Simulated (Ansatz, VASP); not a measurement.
# One calculation of NaCl, two programs

The input POSCAR:

```
NaCl
1.0
    0.0000000000      2.7563009776      2.7563009776
    2.7563009776      0.0000000000      2.7563009776
    2.7563009776      2.7563009776      0.0000000000
Cl Na
1 1
Direct
    0.5000000000      0.5000000000      0.5000000000
    0.0000000000      0.0000000000      0.0000000000
```

Contents of INCAR.step1:

```
SYSTEM = NaCl
PREC = Accurate
ENCUT = 520
EDIFF = 1E-5
ISMEAR = -1
SIGMA = 0.05
LREAL = .FALSE.
LASPH = .TRUE.
NELM = 80
ALGO = Normal
ISIF = 2
LWAVE = .TRUE.
LCHARG = .FALSE.
GGA = PE
NBANDS = 14
```

INCAR.step2

```
SYSTEM = NaCl
PREC = Accurate
ENCUT = 520
EDIFF = 1E-6
ISMEAR = -1
SIGMA = 0.05
LREAL = .FALSE.
LASPH = .TRUE.
NELM = 80
ALGO = Normal
ISIF = 2
LWAVE = .FALSE.
LCHARG = .FALSE.
GGA = B5
LHFCALC = .TRUE.
AEXX = 0.5
ALDAX = 0.5
AGGAX = 0.5
AGGAC = 1.0
ALDAC = 0.0
PRECFOCK = Normal
ISTART = 1
NBANDS = 14
```

KPOINTS

```
regular mesh
0
G
  4 4 4
  0 0 0
```

File input.yaml:

```yaml
crystal:
  lattice:
    - [0.0, 2.7563009776, 2.7563009776]
    - [2.7563009776, 0.0, 2.7563009776]
    - [2.7563009776, 2.7563009776, 0.0]
  atoms:
    - { symbol: Cl, position: [0.5, 0.5, 0.5] }
    - { symbol: Na, position: [0.0, 0.0, 0.0] }
hamiltonian:
  xc: { name: BHLYP }
  pseudopotentials: { kind: paw }
kpoints:
  mp_grid: { grid: [4, 4, 4] }
scf:
  occupations: { method: fermi_dirac, width: 0.05 }
output:
  forces: true
  stress: true
  eigenvalues: true
  write_density: true
  write_potential: true
  elf: true
  volumetric_format: npy
```

Alike in both runs: task single point; functional BHLYP; k mesh 4 × 4 × 4; occupations fermi-dirac, width 0.05 eV; no spin polarisation.

```csv
,VASP,Ansatz
version,VASP 6.6.1,Ansatz 0.2.0
potentials or method,"VASP PAW PBE potentials, release 64 (Cl, Na_pv)",Ansatz PAW
plane-wave cutoff (eV),520,420
valence electrons in the cell,14,16
```

Ansatz gave:

| Quantity | Value |
| --- | --- |
| gap on the k mesh at the Fermi level (eV) | 9.64 |
| least direct gap on the mesh (eV) | 9.64 |
| pressure (GPa) | 2.0 |

Estimate VASP's values.

gap on the k mesh at the Fermi level (eV): 9.67; least direct gap on the mesh (eV): 9.67; pressure (GPa): 1.9.

VASP's potentials were made for PBE, not for BHLYP. With one functional, cell and mesh, what is left measures potentials, basis and numerics. VASP's potentials hold 14 valence electrons a cell and Ansatz's 16, so a difference there can come from the potentials and not from the codes.

The k mesh is coarse, so the values compare programs but aren't converged.
